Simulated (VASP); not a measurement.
# Sb2Pt (Pa-3) in VASP: settings compared, part 2 of 2

VASP 6.6.1.

### Step 3. Electric field gradients, r2SCAN

File POSCAR:

```
Sb2Pt
1.0
    6.4200000000      0.0000000000      0.0000000000
    0.0000000000      6.4200000000      0.0000000000
    0.0000000000      0.0000000000      6.4200000000
Sb Pt
8 4
Direct
    0.3743638112      0.3743638112      0.3743638112
    0.1256361888      0.6256361888      0.8743638112
    0.8743638112      0.1256361888      0.6256361888
    0.6256361888      0.8743638112      0.1256361888
    0.6256361888      0.6256361888      0.6256361888
    0.8743638112      0.3743638112      0.1256361888
    0.1256361888      0.8743638112      0.3743638112
    0.3743638112      0.1256361888      0.8743638112
    0.0000000000      0.0000000000      0.0000000000
    0.5000000000      0.0000000000      0.5000000000
    0.5000000000      0.5000000000      0.0000000000
    0.0000000000      0.5000000000      0.5000000000
```

File INCAR.step1:

```
  PREC = Accurate
  ENCUT = 520
  ISMEAR = -1
  SIGMA = 0.05
  LREAL = False
  LASPH = True
  NELM = 60
  NBANDS = 52
  GGA = PE
  ALGO = Normal
  EDIFF = 1E-4
  LWAVE = True
  LCHARG = False
```

File INCAR.step2:

```
  PREC = Accurate
  ENCUT = 520
  EDIFF = 1E-8
  ISMEAR = -1
  SIGMA = 0.05
  LREAL = False
  LASPH = True
  NELM = 60
  ALGO = Normal
  ISIF = 2
  LWAVE = False
  LCHARG = False
  METAGGA = R2SCAN
  LMIXTAU = True
  LEFG = True
  NBANDS = 52
  ISTART = 1
```

File KPOINTS:

```
Automatic mesh
0
Gamma
  5 5 5
```

Potentials or basis: VASP PAW PBE potentials, release 64 (Sb, Pt).

Launch:

```sh
> cat potpaw_PBE.64/Sb/POTCAR potpaw_PBE.64/Pt/POTCAR > POTCAR
> cp INCAR.step1 INCAR
> mpirun -np 1 vasp_std > vasp.out
> cp INCAR.step2 INCAR
> mpirun -np 1 vasp_std > vasp.out
```

OUTCAR:

```text
PREC = Accurate
   ENCUT = 520
   EDIFF = 1E-8
   ISMEAR = -1
   LREAL = False
   LASPH = True
   NELM = 60
   ISIF = 2
   METAGGA = R2SCAN
   ISTART = 1

 ion  position               nearest neighbor table
   1  0.374  0.374  0.374-  10 2.66  11 2.66  12 2.66   5 2.79   6 3.59   7 3.59   8 3.59   8 3.59
                             7 3.59   6 3.59
   2  0.126  0.626  0.874-   9 2.66  11 2.66  12 2.66   6 2.79   5 3.59   7 3.59   8 3.59   7 3.59
                             8 3.59   5 3.59
   3  0.874  0.126  0.626-   9 2.66  10 2.66  12 2.66   7 2.79   6 3.59   5 3.59   8 3.59   6 3.59
                             5 3.59   8 3.59
   4  0.626  0.874  0.126-   9 2.66  10 2.66  11 2.66   8 2.79   6 3.59   7 3.59   5 3.59   5 3.59
                             6 3.59   7 3.59
   5  0.626  0.626  0.626-  10 2.66  11 2.66  12 2.66   1 2.79   2 3.59   3 3.59   4 3.59   4 3.59
                             3 3.59   2 3.59
   6  0.874  0.374  0.126-   9 2.66  11 2.66  12 2.66   2 2.79   1 3.59   3 3.59   4 3.59   3 3.59
                             4 3.59   1 3.59
   7  0.126  0.874  0.374-   9 2.66  10 2.66  12 2.66   3 2.79   2 3.59   1 3.59   4 3.59   2 3.59
                             1 3.59   4 3.59
   8  0.374  0.126  0.874-   9 2.66  10 2.66  11 2.66   4 2.79   2 3.59   3 3.59   1 3.59   1 3.59
                             2 3.59   3 3.59
   9  0.000  0.000  0.000-   2 2.66   3 2.66   4 2.66   6 2.66   7 2.66   8 2.66
  10  0.500  0.000  0.500-   1 2.66   3 2.66   4 2.66   5 2.66   7 2.66   8 2.66
  11  0.500  0.500  0.000-   1 2.66   2 2.66   4 2.66   5 2.66   6 2.66   8 2.66
  12  0.000  0.500  0.500-   1 2.66   2 2.66   3 2.66   5 2.66   6 2.66   7 2.66

  LATTYP: Found a simple cubic cell.
 ALAT       =     6.4200000000

  Lattice vectors:

 A1 = (   6.4200000000,   0.0000000000,   0.0000000000)
 A2 = (   0.0000000000,   6.4200000000,   0.0000000000)
 A3 = (   0.0000000000,   0.0000000000,   6.4200000000)

Analysis of symmetry for initial positions (statically):
=====================================================================
 Subroutine PRICEL returns:
 Original cell was already a primitive cell.

 Routine SETGRP: Setting up the symmetry group for a
 simple cubic supercell.

 Subroutine GETGRP returns: Found 24 space group operations
 (whereof  6 operations were pure point group operations)
 out of a pool of 48 trial point group operations.

The static configuration has the point symmetry S_6 .
 The point group associated with its full space group is T_h .

Analysis of symmetry for dynamics (positions and initial velocities):
=====================================================================
 Subroutine PRICEL returns:
 Original cell was already a primitive cell.

 Routine SETGRP: Setting up the symmetry group for a
 simple cubic supercell.

 Subroutine GETGRP returns: Found 24 space group operations
 (whereof  6 operations were pure point group operations)
 out of a pool of 48 trial point group operations.

The dynamic configuration has the point symmetry S_6 .
 The point group associated with its full space group is T_h .

 Subroutine INISYM returns: Found 24 space group operations
 (whereof  6 operations are pure point group operations),
 and found     1 'primitive' translations

[... 158 lines left out ...]
      3      -1.5723      2.00000
      4      -1.5723      2.00000
      5       0.0386      2.00000
      6       0.0386      2.00000
[... 594 lines left out ...]
     51      12.6967      0.00000
     52      12.7234      0.00000

------------------------ aborting loop because EDIFF is reached ----------------------------------------

  FORCE on cell =-STRESS in cart. coord.  units (eV):
  Direction    XX          YY          ZZ          XY          YZ          ZX
  --------------------------------------------------------------------------------------
  -------------------------------------------------------------------------------------
  Total        8.0337666      8.0337666      8.0337666     -0.0000000      0.0000000      0.0000000
  in kB       48.6434883     48.6434883     48.6434883     -0.0000000      0.0000000      0.0000000
  external PRESSURE =      48.6434883 kB  Pullay stress =       0.0000000 kB

 VOLUME and BASIS-vectors are now :
 -----------------------------------------------------------------------------
  energy-cutoff  :      520.00
  volume of cell :      264.61
      direct lattice vectors                 reciprocal lattice vectors
     6.420000000  0.000000000  0.000000000     0.155763240  0.000000000  0.000000000
     0.000000000  6.420000000  0.000000000     0.000000000  0.155763240  0.000000000
     0.000000000  0.000000000  6.420000000     0.000000000  0.000000000  0.155763240

 POSITION                                       TOTAL-FORCE (eV/Angst)
 -----------------------------------------------------------------------------------
      2.40342      2.40342      2.40342         0.063726      0.063726      0.063726
      0.80658      4.01658      5.61342        -0.063726     -0.063726      0.063726
      5.61342      0.80658      4.01658         0.063726     -0.063726     -0.063726
      4.01658      5.61342      0.80658        -0.063726      0.063726     -0.063726
      4.01658      4.01658      4.01658        -0.063726     -0.063726     -0.063726
      5.61342      2.40342      0.80658         0.063726      0.063726     -0.063726
      0.80658      5.61342      2.40342        -0.063726      0.063726      0.063726
      2.40342      0.80658      5.61342         0.063726     -0.063726      0.063726
      0.00000      0.00000      0.00000         0.000000     -0.000000      0.000000
      3.21000      0.00000      3.21000         0.000000     -0.000000      0.000000
      3.21000      3.21000      0.00000         0.000000     -0.000000      0.000000
      0.00000      3.21000      3.21000         0.000000     -0.000000      0.000000
 -----------------------------------------------------------------------------------
    total drift:                               -0.000000      0.000000     -0.000000

  FREE ENERGIE OF THE ION-ELECTRON SYSTEM (eV)
  ---------------------------------------------------
  free  energy   TOTEN  =      -417.9359427742 eV

  energy  without entropy=     -417.9292936644  energy(sigma->0) =     -417.93261822

 Electric field gradients (V/A^2)
---------------------------------------------------------------------
 ion       V_xx      V_yy      V_zz      V_xy      V_xz      V_yz
---------------------------------------------------------------------
   1      -0.000    -0.000    -0.000    30.989    30.989    30.989
   2      -0.000     0.000    -0.000    30.989   -30.989   -30.989
   3      -0.000    -0.000    -0.000   -30.989   -30.989    30.989
   4      -0.000    -0.000    -0.000   -30.989    30.989   -30.989
   5      -0.000    -0.000    -0.000    30.989    30.989    30.989
   6       0.000    -0.000    -0.000    30.989   -30.989   -30.989
   7      -0.000    -0.000    -0.000   -30.989   -30.989    30.989
   8      -0.000    -0.000    -0.000   -30.989    30.989   -30.989
   9       0.000    -0.000    -0.000   -14.459   -14.459   -14.459
  10       0.000     0.000    -0.000   -14.459    14.459    14.459
  11       0.000    -0.000    -0.000    14.459    14.459   -14.459
  12       0.000     0.000    -0.000    14.459   -14.459    14.459
---------------------------------------------------------------------

 Electric field gradients after diagonalization (V/A^2)
 (convention: |V_zz| > |V_xx| > |V_yy|)
----------------------------------------------------------------------
 ion       V_xx      V_yy      V_zz     asymmetry (V_yy - V_xx)/ V_zz
----------------------------------------------------------------------
   1     -30.989   -30.989    61.977       0.000
   2     -30.989   -30.989    61.977       0.000
   3     -30.989   -30.989    61.977       0.000
   4     -30.989   -30.989    61.977       0.000
   5     -30.989   -30.989    61.977       0.000
   6     -30.989   -30.989    61.977       0.000
   7     -30.989   -30.989    61.977       0.000
   8     -30.989   -30.989    61.977       0.000
   9      14.459    14.459   -28.918       0.000
  10      14.459    14.459   -28.918       0.000
  11      14.459    14.459   -28.918       0.000
  12      14.459    14.459   -28.918       0.000
----------------------------------------------------------------------

           NMR quadrupolar parameters

 Cq : quadrupolar parameter    Cq=e*Q*V_zz/h
 eta: asymmetry parameters     (V_yy - V_xx)/ V_zz
 Q  : nuclear electric quadrupole moment in mb (millibarn)
----------------------------------------------------------------------
 ion       Cq(MHz)       eta       Q (mb)
----------------------------------------------------------------------
   1       0.150       0.000       1.000
   2       0.150       0.000       1.000
   3       0.150       0.000       1.000
   4       0.150       0.000       1.000
   5       0.150       0.000       1.000
   6       0.150       0.000       1.000
   7       0.150       0.000       1.000
   8       0.150       0.000       1.000
   9      -0.070       0.000       1.000
  10      -0.070       0.000       1.000
  11      -0.070       0.000       1.000
  12      -0.070       0.000       1.000
----------------------------------------------------------------------
```

Run time: 5 min. Hardware: 1 thread of Intel Xeon 6975P-C (Granite Rapids), shared host; peak memory 0.42 GiB.

Results:

| Quantity | Value |
| --- | --- |
| Free energy | -417.9359 eV |
| Pressure | 4.9 GPa |
| Largest force | 0.110 eV/Å |
| Largest electric field gradient by atom | Sb +62.0; Pt -28.9 V/Å² |

Forces on the atoms (eV/Å):
```
Sb   0.064  0.064  0.064
Sb  -0.064 -0.064  0.064
Sb   0.064 -0.064 -0.064
Sb  -0.064  0.064 -0.064
Sb  -0.064 -0.064 -0.064
Sb   0.064  0.064 -0.064
Sb  -0.064  0.064  0.064
Sb   0.064 -0.064  0.064
Pt   0.000  0.000  0.000
Pt   0.000  0.000  0.000
Pt   0.000  0.000  0.000
Pt   0.000  0.000  0.000
```

Electric field gradients, principal values (V/Å²):
| atom | least | middle | greatest (by size) |
| --- | --- | --- | --- |
| 1 Sb | -30.989 | -30.989 | 61.977 |
| 2 Sb | -30.989 | -30.989 | 61.977 |
| 3 Sb | -30.989 | -30.989 | 61.977 |
| 4 Sb | -30.989 | -30.989 | 61.977 |
| 5 Sb | -30.989 | -30.989 | 61.977 |
| 6 Sb | -30.989 | -30.989 | 61.977 |
| 7 Sb | -30.989 | -30.989 | 61.977 |
| 8 Sb | -30.989 | -30.989 | 61.977 |
| 9 Pt | 14.459 | 14.459 | -28.918 |
| 10 Pt | 14.459 | 14.459 | -28.918 |
| 11 Pt | 14.459 | 14.459 | -28.918 |
| 12 Pt | 14.459 | 14.459 | -28.918 |

Caveat: the cell stands under pressure; without QUAD_EFG the Cq values of the log hold for a quadrupole moment of 1 mb, not for the nuclei; the PAW data sets were made with another functional, which shifts forces and pressure a little.
